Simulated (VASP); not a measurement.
# Bi2Te3 (R-3m) in VASP: single point with PBE

Aim: the single point of Bi2Te3 with PBE.

Everything below comes from runs of VASP 6.6.1. Logs are shortened: lines on timing, memory, paths and dates and some standing lists are left out, and cuts for length are marked.

**1. The cell of the first run**

The structure is trigonal, space group R-3m (No. 166). Conventional cell: a = 4.411 Å, b = 4.411 Å, c = 30.726 Å, α = 90.00°, β = 90.00°, γ = 120.00°. Within 4.1 Å of Bi (site symmetry 3m) lie 6 Te at 3.08 to 3.26 Å. Te (site symmetry -3m) has 6 Bi at 3.26 Å and 12 Te at 4.41 to 4.54 Å within 4.6 Å. Te (site symmetry 3m) has 3 Bi at 3.08 Å and 3 Te at 3.72 Å within 4.1 Å.

**2. Single point, PBE (34.52 Å³/atom)**

The input, INCAR:

```
SYSTEM = Bi2Te3
PREC = Accurate ; ENCUT = 520
EDIFF = 1E-7 ; ISMEAR = 0
SIGMA = 0.02 ; LREAL = .False.
LASPH = .True. ; NELM = 80
ALGO = Normal ; ISIF = 2
LWAVE = .False. ; LCHARG = .False.
GGA = PE ; NBANDS = 32
```

The input, KPOINTS:

```
Automatic mesh
0
Gamma
  12 12 12
  0 0 0
```

The input, POSCAR:

```
Bi2Te3
1.0
    2.2055773783      1.2733906930     10.2419201701
   -2.2055773783      1.2733906930     10.2419201701
    0.0000000000     -2.5467813861     10.2419201701
Bi Te
2 3
Direct
    0.3995774429      0.3995774429      0.3995774429
    0.6004225571      0.6004225571      0.6004225571
    0.0000000000      0.0000000000      0.0000000000
    0.2108522896      0.2108522896      0.2108522896
    0.7891477104      0.7891477104      0.7891477104
```

Potentials or basis: VASP PAW PBE potentials, release 64 (Bi_d, Te).

The run is started by

```console
$ cat potpaw_PBE.64/Bi_d/POTCAR potpaw_PBE.64/Te/POTCAR > POTCAR
$ mpirun -np 1 vasp_std > vasp.out
```

OUTCAR:

```text
SYSTEM = Bi2Te3
   PREC = Accurate
   ENCUT = 520
   EDIFF = 1E-7
   ISMEAR = 0
   LREAL = .False.
   LASPH = .True.
   NELM = 80
   ISIF = 2
   GGA = PE

 ion  position               nearest neighbor table
   1  0.400  0.400  0.400-   5 3.08   5 3.08   5 3.08   3 3.26   3 3.26   3 3.26
   2  0.600  0.600  0.600-   4 3.08   4 3.08   4 3.08   3 3.26   3 3.26   3 3.26
   3  0.000  0.000  0.000-   2 3.26   1 3.26   2 3.26   2 3.26   1 3.26   1 3.26
   4  0.211  0.211  0.211-   2 3.08   2 3.08   2 3.08
   5  0.789  0.789  0.789-   1 3.08   1 3.08   1 3.08

  LATTYP: Found a trigonal (rhomboedric) cell.
 ALAT       =    10.5538156228
 COS(alpha) =     0.9126514726

  Lattice vectors:

 A1 = (   2.2055773783,   1.2733906930,  10.2419201701)
 A2 = (  -2.2055773783,   1.2733906930,  10.2419201701)
 A3 = (   0.0000000000,  -2.5467813861,  10.2419201701)

Analysis of symmetry for initial positions (statically):
=====================================================================
 Subroutine PRICEL returns:
 Original cell was already a primitive cell.

 Routine SETGRP: Setting up the symmetry group for a
 trigonal (rhombohedral) supercell.

 Subroutine GETGRP returns: Found 12 space group operations
 (whereof 12 operations were pure point group operations)
 out of a pool of 12 trial point group operations.

The static configuration has the point symmetry D_3d.

Analysis of symmetry for dynamics (positions and initial velocities):
=====================================================================
 Subroutine PRICEL returns:
 Original cell was already a primitive cell.

 Routine SETGRP: Setting up the symmetry group for a
 trigonal (rhombohedral) supercell.

 Subroutine GETGRP returns: Found 12 space group operations
 (whereof 12 operations were pure point group operations)
 out of a pool of 12 trial point group operations.

The dynamic configuration has the point symmetry D_3d.

 Subroutine INISYM returns: Found 12 space group operations
 (whereof 12 operations are pure point group operations),
 and found     1 'primitive' translations

----------------------------------------------------------------------------------------

                                     Primitive cell

  volume of cell :     172.5904

  direct lattice vectors                    reciprocal lattice vectors
     2.205577378  1.273390693 10.241920170     0.226698009  0.130884156  0.032545980
    -2.205577378  1.273390693 10.241920170    -0.226698009  0.130884156  0.032545980
     0.000000000 -2.546781386 10.241920170     0.000000000 -0.261768313  0.032545980

  length of vectors
    10.553815623 10.553815623 10.553815623     0.263783795  0.263783795  0.263783795

  position of ions in fractional coordinates (direct lattice)
     0.399577443  0.399577443  0.399577443
     0.600422557  0.600422557  0.600422557
     0.000000000  0.000000000  0.000000000
     0.210852290  0.210852290  0.210852290
     0.789147710  0.789147710  0.789147710

  ion indices of the primitive-cell ions
   primitive index   ion index
                 1           1
                 2           2
                 3           3
                 4           4
                 5           5

----------------------------------------------------------------------------------------

 KPOINTS: Automatic mesh

Automatic generation of k-mesh.
 Grid dimensions read from file:
 generate k-points for:   12   12   12

 Generating k-lattice:

  Cartesian coordinates                     Fractional coordinates (reciprocal lattice)
     0.018891501  0.010907013  0.002712165     0.083333333 -0.000000000 -0.000000000
    -0.018891501  0.010907013  0.002712165    -0.000000000  0.083333333 -0.000000000
     0.000000000 -0.021814026  0.002712165    -0.000000000 -0.000000000  0.083333333

  Length of vectors
     0.021981983  0.021981983  0.021981983

  Shift w.r.t. Gamma in fractional coordinates (k-lattice)
     0.000000000  0.000000000  0.000000000

 Subroutine IBZKPT returns following result:
 ===========================================

 Found    189 irreducible k-points:

 Following reciprocal coordinates:
            Coordinates               Weight
  0.000000  0.000000  0.000000      1.000000
  0.083333 -0.000000  0.000000      6.000000
  0.166667  0.000000  0.000000      6.000000
  0.250000  0.000000  0.000000      6.000000
  0.333333 -0.000000  0.000000      6.000000
  0.416667  0.000000  0.000000      6.000000
[... 16 lines left out ...]
  0.500000  0.166667 -0.000000     12.000000
 -0.416667  0.166667 -0.000000     12.000000
 [... further k-points ...]
   k-points           NKPTS =    189   k-points in BZ     NKDIM =    189   number of bands    NBANDS=     32
   number of dos      NEDOS =    301   number of ions     NIONS =      5
   total plane-waves  NPLWV = 512000
   dimension x,y,z NGX =    80 NGY =   80 NGZ =   80
   dimension x,y,z NGXF=   160 NGYF=  160 NGZF=  160
   ions per type =               2   3
   NGX,Y,Z   is equivalent  to a cutoff of  12.60, 12.60, 12.60 a.u.
   NGXF,Y,Z  is equivalent  to a cutoff of  25.20, 25.20, 25.20 a.u.
 SYSTEM =  Bi2Te3
   PREC   = accura    normal or accurate (medium, high low for compatibility)
   ISTART =      0    job   : 0-new  1-cont  2-samecut
   ICHARG =      2    charge: 1-file 2-atom 10-const
   ISPIN  =      1    spin polarized calculation?
   LNONCOLLINEAR =      F non collinear calculations
   LSORBIT =      F    spin-orbit coupling
   LASPH  =      T    aspherical Exc in radial PAW
   ENCUT  =  520.0 eV  38.22 Ry    6.18 a.u.  19.62 19.62 19.62*2*pi/ulx,y,z
   NELM   =     80;   NELMIN=  2; NELMDL= -5     # of ELM steps
   EDIFF  = 0.1E-06   stopping-criterion for ELM
   LREAL  =      F    real-space projection
   EDIFFG = 0.1E-05   stopping-criterion for IOM
   NSW    =      0    number of steps for IOM
   IBRION =     -1    ionic relax: 0-MD 1-quasi-New 2-CG
   NFREE  =      0    steps in history (QN), initial steepest desc. (CG)
   ISIF   =      2    stress and relaxation
   ISYM   =      2    0-nonsym 1-usesym 2-fastsym
   POTIM  = 0.5000    time-step for ionic-motion
   TEBEG  =    0.0;   TEEND  =   0.0 temperature during run
   PSTRESS=    0.0 pullay stress
   NELECT =      48.0000    total number of electrons
   NUPDOWN=      -1.0000    fix difference up-down
   EMIN   =  10.00;   EMAX   =-10.00  energy-range for DOS
   EFERMI =   0.00;   METHOD = LEGACY
   ISMEAR =     0;   SIGMA  =   0.02  broadening in eV -4-tet -1-fermi 0-gaus
   EFERMI_NEDOS =   21; number of points for ismear=-14 and -15
   IALGO  =     38    algorithm
   IMIX   =      4    mixing-type and parameters
     AMIX     =   0.40;   BMIX     =  1.00
     AMIX_MAG =   1.60;   BMIX_MAG =  1.00
  volume/ion in A,a.u.               =      34.52       232.94
  Fermi-wavevector in a.u.,A,eV,Ry     =   1.068603  2.019367 15.536660  1.141912
  Thomas-Fermi vector in A             =   2.204256
   LORBIT       =      0    0 simple, 1 ext, 2 COOP (PROOUT), +10 PAW based schemes
   GGA     = PE    functional components
   LHFCALC =     F    Hartree Fock is set to
   AEXX    =    0.0000 exact exchange contribution
   IVDW    =     0    specifies the selected vdW correction
   LEPSILON=     F    determine dielectric tensor
   LRPA    =     F    only Hartree local field effects (RPA)
 non-spin polarized calculation
 Gauss-broadening in eV      SIGMA  =   0.02
  energy-cutoff  :      520.00
  volume of cell :      172.59
 maximum number of plane-waves:      4677
   NGX = 39   NGY = 39   NGZ = 39

 number of electron      48.0000000 magnetization

 Free energy of the ion-electron system (eV)
  ---------------------------------------------------
  ext. energy  EPLUGINS =         0.00000000
  ---------------------------------------------------
  free energy    TOTEN  =       -18.36861443 eV

  energy without entropy =      -18.36861443  energy(sigma->0) =      -18.36861443

 E-fermi :   6.0506     XC(G=0):  -9.2350

 val. band max:        5.9413965072   @ k =   0.0000   0.0000   0.0000
 cond. band min:       6.2378580439   @ k =   0.0000   0.0000   0.0000
 fundamental gap:      0.2964615367
 Fermi energy:         6.0506497943

 k-point     1 :       0.0000    0.0000    0.0000
  band No.  band energies     occupation
      1     -17.2188      2.00000
      2     -17.2188      2.00000
      3     -17.2174      2.00000
      4     -17.2174      2.00000
      5     -17.2127      2.00000
      6     -17.2115      2.00000
[... 24 lines left out ...]
     31      10.8613      0.00000
     32      11.4430      0.00000

 k-point     2 :       0.0833   -0.0000    0.0000
  band No.  band energies     occupation
      1     -17.2193      2.00000
      2     -17.2181      2.00000
      3     -17.2179      2.00000
      4     -17.2168      2.00000
      5     -17.2122      2.00000
      6     -17.2110      2.00000
[... 24 lines left out ...]
     31      10.7582      0.00000
     32      11.0477      0.00000

 k-point     3 :       0.1667    0.0000    0.0000
  band No.  band energies     occupation
      1     -17.2209      2.00000
      2     -17.2193      2.00000
      3     -17.2165      2.00000
      4     -17.2151      2.00000
      5     -17.2112      2.00000
      6     -17.2100      2.00000
[... 24 lines left out ...]
     31      10.2014      0.00000
     32      11.0334      0.00000

 k-point     4 :       0.2500    0.0000    0.0000
  band No.  band energies     occupation
      1     -17.2234      2.00000
      2     -17.2214      2.00000
      3     -17.2150      2.00000
      4     -17.2135      2.00000
      5     -17.2117      2.00000
      6     -17.2095      2.00000
[... 654 lines left out ...]
     31      10.1857      0.00000
     32      10.9343      0.00000

 k-point    23 :       0.5000    0.1667   -0.0000
  band No.  band energies     occupation
      1     -17.2256      2.00000
      2     -17.2236      2.00000
      3     -17.2163      2.00000
      4     -17.2137      2.00000
      5     -17.2114      2.00000
      6     -17.2096      2.00000
[... 24 lines left out ...]
     31      10.1444      0.00000
     32      10.7269      0.00000

 k-point    24 :      -0.4167    0.1667   -0.0000
  band No.  band energies     occupation
      1     -17.2261      2.00000
      2     -17.2239      2.00000
      3     -17.2166      2.00000
      4     -17.2136      2.00000
      5     -17.2116      2.00000
      6     -17.2098      2.00000
[... 24 lines left out ...]
     31      10.0385      0.00000
     32      10.7553      0.00000

 [... further k-points ...]

------------------------ aborting loop because EDIFF is reached ----------------------------------------

  FORCE on cell =-STRESS in cart. coord.  units (eV):
  Direction    XX          YY          ZZ          XY          YZ          ZX
  --------------------------------------------------------------------------------------
  -------------------------------------------------------------------------------------
  Total        1.4023129      1.4023129      1.4049135      0.0000000     -0.0000000      0.0000000
  in kB       13.0178392     13.0178392     13.0419807      0.0000000     -0.0000000      0.0000000
  external PRESSURE =      13.0258863 kB  Pullay stress =       0.0000000 kB

 VOLUME and BASIS-vectors are now :
 -----------------------------------------------------------------------------
  energy-cutoff  :      520.00
  volume of cell :      172.59
      direct lattice vectors                 reciprocal lattice vectors
     2.205577378  1.273390693 10.241920170     0.226698009  0.130884156  0.032545980
    -2.205577378  1.273390693 10.241920170    -0.226698009  0.130884156  0.032545980
     0.000000000 -2.546781386 10.241920170     0.000000000 -0.261768313  0.032545980

 POSITION                                       TOTAL-FORCE (eV/Angst)
 -----------------------------------------------------------------------------------
      0.00000     -0.00000     12.27732         0.000000      0.000000     -0.007069
      0.00000     -0.00000     18.44844         0.000000     -0.000000      0.007069
      0.00000      0.00000      0.00000         0.000000      0.000000      0.000000
      0.00000     -0.00000      6.47860         0.000000      0.000000     -0.012864
      0.00000     -0.00000     24.24716         0.000000     -0.000000      0.012864
 -----------------------------------------------------------------------------------
    total drift:                                0.000000      0.000000     -0.000000

  FREE ENERGIE OF THE ION-ELECTRON SYSTEM (eV)
  ---------------------------------------------------
  free  energy   TOTEN  =       -18.3686144316 eV

  energy  without entropy=      -18.3686144316  energy(sigma->0) =      -18.36861443
```

It took 2.1 h on 1 thread of Oxide Virtual Turin-like, shared host; peak memory 1.5 GiB.

Results:

```yaml
Free_energy: -18.3686 eV
Pressure: 1.3 GPa
Largest_force: 0.013 eV/Å
Band_gap_on_the_k_mesh: 0.30 eV
```

Forces on the atoms (eV/Å):
```
Bi   0.000  0.000 -0.007
Bi   0.000  0.000  0.007
Te   0.000  0.000  0.000
Te   0.000  0.000 -0.013
Te   0.000  0.000  0.013
```

Caveat: spin-orbit coupling is left out, which moves the levels of the heavy elements. A k mesh can miss the band edges.
